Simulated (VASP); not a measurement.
# Sb in VASP: relaxation of the atoms with PBE+D3(BJ)

Aim: the relaxation of the atoms of Sb with PBE+D3(BJ).

All numbers are computed with VASP 6.6.1; they aren't measurements. Logs are shortened: lines on timing, memory, paths and dates and some standing lists are left out, and cuts for length are marked.

## Step 1: The cell of the first run

The cell holds a slab with vacuum, 4 atoms: a = 4.069 Å, b = 4.069 Å, c = 20.800 Å, α = 90.00°, β = 90.00°, γ = 120.00°.

## Step 2: Relaxation of the atoms, PBE+D3(BJ)

File INCAR:

```
  PREC = Accurate
  ENCUT = 450
  EDIFF = 1E-7
  ISMEAR = 0
  SIGMA = 0.05
  LREAL = False
  LASPH = True
  NELM = 120
  ALGO = Normal
  ISIF = 2
  LWAVE = False
  LCHARG = False
  LDIPOL = True
  IDIPOL = 3
  DIPOL = 0.5 0.5 0.364
  GGA = PE
  IVDW = 12
  IBRION = 2
  NSW = 40
  EDIFFG = -0.003
  GGA_COMPAT = False
  NELMIN = 4
  NELMDL = -8
```

File KPOINTS:

```
Automatic mesh
0
Gamma
  9 9 1
```

File POSCAR:

```
Sb
1.0
    4.0686848921      0.0000000000      0.0000000000
   -2.0343424461      3.5235844766      0.0000000000
    0.0000000000      0.0000000000     20.8000277116
Sb
4
Selective dynamics
Direct
    0.3333333333      0.6666666667      0.2959334015  F F T
    0.6666666667      0.3333333333      0.2163458656  F F F
    1.0000000000      1.0000000000      0.5117537136  F F T
    0.6666666667      1.3333333333      0.4325448251  F F T
```

Potentials or basis: VASP PAW PBE potentials, release 64 (Sb).

On the command line:

```
cat potpaw_PBE.64/Sb/POTCAR > POTCAR
mpirun -np 1 vasp_std > vasp.out
```

OUTCAR:

```text
PREC = Accurate
   ENCUT = 450
   EDIFF = 1E-7
   ISMEAR = 0
   LREAL = False
   LASPH = True
   NELM = 120
   ISIF = 2
   GGA = PE
   IVDW = 12
   IBRION = 2
   NSW = 40
   EDIFFG = -0.003
   NELMIN = 4
   NELMDL = -8
 IVDW          = 12

 ion  position               nearest neighbor table
   1  0.333  0.667  0.296-   2 2.87   2 2.87   2 2.87   4 3.69   4 3.69   4 3.69
   2  0.667  0.333  0.216-   1 2.87   1 2.87   1 2.87
   3  0.000  0.000  0.512-   4 2.87   4 2.87   4 2.87
   4  0.667  0.333  0.433-   3 2.87   3 2.87   3 2.87   1 3.69   1 3.69   1 3.69

  LATTYP: Found a hexagonal cell.
 ALAT       =     4.0686848921
 C/A-ratio  =     5.1122237930

  Lattice vectors:

 A1 = (   4.0686848921,   0.0000000000,   0.0000000000)
 A2 = (  -2.0343424461,   3.5235844766,   0.0000000000)
 A3 = (   0.0000000000,   0.0000000000,  20.8000277116)

Analysis of symmetry for initial positions (statically):
=====================================================================
 Subroutine PRICEL returns:
 Original cell was already a primitive cell.

 Routine SETGRP: Setting up the symmetry group for a
 hexagonal supercell.

 Subroutine GETGRP returns: Found  6 space group operations
 (whereof  6 operations were pure point group operations)
 out of a pool of 24 trial point group operations.

The static configuration has the point symmetry C_3v.

Analysis of symmetry for dynamics (positions and initial velocities):
=====================================================================
 Subroutine PRICEL returns:
 Original cell was already a primitive cell.

 Routine SETGRP: Setting up the symmetry group for a
 hexagonal supercell.

 Subroutine GETGRP returns: Found  6 space group operations
 (whereof  6 operations were pure point group operations)
 out of a pool of 24 trial point group operations.

The dynamic configuration has the point symmetry C_3v.

Analysis of constrained symmetry for selective dynamics:
=====================================================================
 Subroutine PRICEL returns:
 Original cell was already a primitive cell.

 Routine SETGRP: Setting up the symmetry group for a
 hexagonal supercell.

 Subroutine GETGRP returns: Found  6 space group operations
 (whereof  6 operations were pure point group operations)
 out of a pool of 24 trial point group operations.

The constrained configuration has the point symmetry C_3v.

 Subroutine INISYM returns: Found  6 space group operations
 (whereof  6 operations are pure point group operations),
 and found     1 'primitive' translations

----------------------------------------------------------------------------------------

                                     Primitive cell

  volume of cell :     298.1966

  direct lattice vectors                    reciprocal lattice vectors
     4.068684892  0.000000000  0.000000000     0.245779663  0.141900954  0.000000000
    -2.034342446  3.523584477  0.000000000     0.000000000  0.283801909  0.000000000
     0.000000000  0.000000000 20.800027712     0.000000000  0.000000000  0.048076859

  length of vectors
     4.068684892  4.068684892 20.800027712     0.283801909  0.283801909  0.048076859

  position of ions in fractional coordinates (direct lattice)
     0.333333333  0.666666667  0.295933402
     0.666666667  0.333333333  0.216345866
     0.000000000  0.000000000  0.511753714
     0.666666667  0.333333333  0.432544825

  ion indices of the primitive-cell ions
   primitive index   ion index
                 1           1
                 2           2
                 3           3
                 4           4

----------------------------------------------------------------------------------------

 KPOINTS: Automatic mesh

Automatic generation of k-mesh.
[... 36 lines left out ...]
   number of dos      NEDOS =    301   number of ions     NIONS =      4
   total plane-waves  NPLWV = 112896
   dimension x,y,z NGX =    28 NGY =   28 NGZ =  144
   dimension x,y,z NGXF=    56 NGYF=   56 NGZF=  288
   ions per type =               4
   NGX,Y,Z   is equivalent  to a cutoff of  11.44, 11.44, 11.51 a.u.
   NGXF,Y,Z  is equivalent  to a cutoff of  22.88, 22.88, 23.02 a.u.
 SYSTEM =  unknown system
   PREC   = accura    normal or accurate (medium, high low for compatibility)
   ISTART =      0    job   : 0-new  1-cont  2-samecut
   ICHARG =      2    charge: 1-file 2-atom 10-const
   ISPIN  =      1    spin polarized calculation?
   LNONCOLLINEAR =      F non collinear calculations
   LSORBIT =      F    spin-orbit coupling
   LASPH  =      T    aspherical Exc in radial PAW
   ENCUT  =  450.0 eV  33.07 Ry    5.75 a.u.   7.04  7.04 35.98*2*pi/ulx,y,z
   NELM   =    120;   NELMIN=  4; NELMDL= -8     # of ELM steps
   EDIFF  = 0.1E-06   stopping-criterion for ELM
   LREAL  =      F    real-space projection
   EDIFFG = -.3E-02   stopping-criterion for IOM
   NSW    =     40    number of steps for IOM
   IBRION =      2    ionic relax: 0-MD 1-quasi-New 2-CG
   NFREE  =      1    steps in history (QN), initial steepest desc. (CG)
   ISIF   =      2    stress and relaxation
   ISYM   =      2    0-nonsym 1-usesym 2-fastsym
   POTIM  = 0.5000    time-step for ionic-motion
   TEBEG  =    0.0;   TEEND  =   0.0 temperature during run
   PSTRESS=    0.0 pullay stress
   NELECT =      20.0000    total number of electrons
   NUPDOWN=      -1.0000    fix difference up-down
   EMIN   =  10.00;   EMAX   =-10.00  energy-range for DOS
   EFERMI =   0.00;   METHOD = LEGACY
   ISMEAR =     0;   SIGMA  =   0.05  broadening in eV -4-tet -1-fermi 0-gaus
   EFERMI_NEDOS =   21; number of points for ismear=-14 and -15
   IALGO  =     38    algorithm
   IMIX   =      4    mixing-type and parameters
     AMIX     =   0.40;   BMIX     =  1.00
     AMIX_MAG =   1.60;   BMIX_MAG =  1.00
  volume/ion in A,a.u.               =      74.55       503.08
  Fermi-wavevector in a.u.,A,eV,Ry     =   0.665146  1.256945  6.019487  0.442420
  Thomas-Fermi vector in A             =   1.739052
   LORBIT       =      0    0 simple, 1 ext, 2 COOP (PROOUT), +10 PAW based schemes
   GGA     = PE    functional components
   LHFCALC =     F    Hartree Fock is set to
   AEXX    =    0.0000 exact exchange contribution
   IVDW    =    12    specifies the selected vdW correction
   LEPSILON=     F    determine dielectric tensor
   LRPA    =     F    only Hartree local field effects (RPA)
 conjugate gradient relaxation of ions
 non-spin polarized calculation
 Gauss-broadening in eV      SIGMA  =   0.05
  energy-cutoff  :      450.00
  volume of cell :      298.20
 maximum number of plane-waves:      6501
   NGX = 15   NGY = 15   NGZ = 71

 dipolmoment           0.000000      0.000000     -0.003280 electrons x Angstroem

--------------------------------------- Ionic step        1  -------------------------------------------

 number of electron      20.0000000 magnetization

 Free energy of the ion-electron system (eV)
  ---------------------------------------------------
  ext. energy  EPLUGINS =         0.00000000
  ---------------------------------------------------
  free energy    TOTEN  =       -16.21894229 eV

  energy without entropy =      -16.21894179  energy(sigma->0) =      -16.21894204

------------------------ aborting loop because EDIFF is reached ----------------------------------------

 Edisp (eV)   -1.32314

 E8    (eV) :    -0.6382
[... 111 lines left out ...]
  FREE ENERGIE OF THE ION-ELECTRON SYSTEM (eV)
  ---------------------------------------------------
  free  energy   TOTEN  =       -17.5437568919 eV

  energy  without entropy=      -17.5437563053  energy(sigma->0) =      -17.54375660

[... ionic steps 4 to 21 ...]

--------------------------------------- Ionic step       22  -------------------------------------------

 number of electron      20.0000000 magnetization

------------------------ aborting loop because EDIFF is reached ----------------------------------------

 vacuum level on the upper side and lower side of the slab       (xc-potential included)        -0.000        -0.080

 Edisp (eV)   -1.34478

 E8    (eV) :    -0.6492

  FORCE on cell =-STRESS in cart. coord.  units (eV):
  Direction    XX          YY          ZZ          XY          YZ          ZX
  --------------------------------------------------------------------------------------
  -------------------------------------------------------------------------------------
  Total       0.73396     0.73396    -0.02452    -0.00000     0.00000     0.00000
  in kB       3.94350     3.94350    -0.13174    -0.00000     0.00000     0.00000
  external pressure =        2.59 kB  Pullay stress =        0.00 kB
[... 67 lines left out ...]
--------------------------------------- Ionic step       24  -------------------------------------------

 number of electron      20.0000000 magnetization

 dipolmoment           0.000000      0.000000      0.010491 electrons x Angstroem

 Free energy of the ion-electron system (eV)
  ---------------------------------------------------
  ext. energy  EPLUGINS =         0.00000000
  ---------------------------------------------------
  free energy    TOTEN  =       -16.20322465 eV

  energy without entropy =      -16.20319527  energy(sigma->0) =      -16.20320996

 E-fermi :   0.5948     XC(G=0):  -4.5702

 val. band max:        0.4834479667   @ k =   0.1111  -0.0000   0.0000
 cond. band min:       0.7061051235   @ k =   0.3333  -0.0000   0.0000
 fundamental gap:      0.2226571567
 Fermi energy:         0.5947765485

 k-point     1 :       0.0000    0.0000    0.0000
  band No.  band energies     occupation
      1     -11.8749      2.00000
      2     -11.4425      2.00000
      3      -7.4478      2.00000
      4      -5.9200      2.00000
      5      -1.6429      2.00000
      6      -0.3141      2.00000
      7      -0.3141      2.00000
      8      -0.0146      2.00000
      9      -0.0146      2.00000
     10       0.1858      2.00000
     11       1.4309      0.00000
     12       2.3688      0.00000
     13       2.3688      0.00000
     14       2.6679      0.00000
[... 175 lines left out ...]
      3      -8.6404      2.00000
      4      -8.6141      2.00000
      5      -3.9820      2.00000
      6      -3.9490      2.00000
      7      -2.9654      2.00000
      8      -2.2357      2.00000
      9      -2.0913      2.00000
     10      -1.3930      2.00000
     11       0.8881      0.00000
     12       1.3251      0.00000
     13       2.7428      0.00000
     14       3.7042      0.00000

------------------------ aborting loop because EDIFF is reached ----------------------------------------

 vacuum level on the upper side and lower side of the slab       (xc-potential included)         0.049        -0.076

 Edisp (eV)   -1.34484

 E8    (eV) :    -0.6493

  FORCE on cell =-STRESS in cart. coord.  units (eV):
  Direction    XX          YY          ZZ          XY          YZ          ZX
  --------------------------------------------------------------------------------------
  -------------------------------------------------------------------------------------
  Total       0.73122     0.73122    -0.02989    -0.00000     0.00000     0.00000
  in kB       3.92876     3.92876    -0.16058    -0.00000     0.00000     0.00000
  external pressure =        2.57 kB  Pullay stress =        0.00 kB
[... 19 lines left out ...]
  FREE ENERGIE OF THE ION-ELECTRON SYSTEM (eV)
  ---------------------------------------------------
  free  energy   TOTEN  =       -17.5480643318 eV

  energy  without entropy=      -17.5480349537  energy(sigma->0) =      -17.54804964

 reached required accuracy - stopping structural energy minimisation

 vacuum level on the upper side and lower side of the slab         4.657         4.530
```

It took 4.1 min on 1 thread of Intel Xeon 6975P-C (Granite Rapids), shared host; peak memory 0.34 GiB.

Results:

```
Free energy                : -17.5481 eV
Energy gained by relaxing  : 1.5 meV/atom
Ionic steps                : 24
Dispersion energy per atom : -0.336 eV
```

Step by step:
```tsv
step	energy change (eV)	largest force on free atoms (eV/Å)	pressure (GPa)
1	0.0000	0.1428	0.25
2	-0.0014	0.0815	0.17
3	-0.0017	0.0829	0.12
4	-0.0017	0.0765	0.12
5	-0.0020	0.0515	0.12
6	-0.0021	0.0455	0.12
7	-0.0024	0.0437	0.12
8	-0.0030	0.0423	0.13
9	-0.0041	0.0534	0.14
10	-0.0053	0.0774	0.18
11	-0.0058	0.0318	0.26
12	-0.0058	0.0162	0.24
13	-0.0058	0.0196	0.24
14	-0.0058	0.0175	0.24
15	-0.0059	0.0162	0.24
16	-0.0059	0.0117	0.24
17	-0.0059	0.0397	0.24
18	-0.0059	0.0168	0.24
19	-0.0060	0.0100	0.25
20	-0.0060	0.0109	0.26
21	-0.0060	0.0058	0.26
22	-0.0060	0.0033	0.26
23	-0.0060	0.0030	0.26
24	-0.0060	0.0024	0.26
```

Final structure:
```
Sb
1.0
     4.06868    0.00000    0.00000
    -2.03434    3.52358    0.00000
     0.00000    0.00000   20.80003
Sb
4
Direct
  0.33333 0.66667 0.29653
  0.66667 0.33333 0.21635
  0.00000 0.00000 0.50641
  0.66667 0.33333 0.42677
```

Caveat: spin-orbit coupling is left out, which moves the levels of the heavy elements.
